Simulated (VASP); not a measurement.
Input of a VASP 6.6.1 run:

The input INCAR:

```
SYSTEM = Zn
ALGO = Normal ; EDIFF = 1E-8
ENCUT = 520 ; GGA = PE
ISIF = 2 ; ISMEAR = -1
LASPH = .TRUE. ; LCHARG = .FALSE.
LEFG = .TRUE. ; LREAL = .FALSE.
LWAVE = .FALSE. ; NBANDS = 19
NELM = 100 ; PREC = Accurate
SIGMA = 0.03
```

Contents of KPOINTS:

```
k-points
0
G
  18 18 8
  0 0 0
```

File POSCAR:

```
Zn
1.0
    2.6558856186      0.0000000000      0.0000000000
   -1.3279428093      2.3000644152      0.0000000000
    0.0000000000      0.0000000000      4.9301557293
Zn
2
Direct
    0.3333333333      0.6666666667      0.2500000000
    0.6666666667      0.3333333333      0.7500000000
```

Potentials or basis: VASP PAW PBE potentials, release 64 (Zn).

Run with:

```console
$ cat potpaw_PBE.64/Zn/POTCAR > POTCAR
$ mpirun -np 1 vasp_std > vasp.out
```

**Question.** Predict the band gap on the k mesh.

**Answer.** Zero (bands 12 and 13 overlap by 4.66 eV).

**Question.** Estimate the pressure.

**Answer.** 0.7 GPa.

Stress tensor (GPa, compression positive):
```
0.46 0.00 0.00
0.00 0.46 0.00
0.00 0.00 1.26
```

Caveat: without QUAD_EFG the Cq values of the log hold for a quadrupole moment of 1 mb, not for the nuclei.
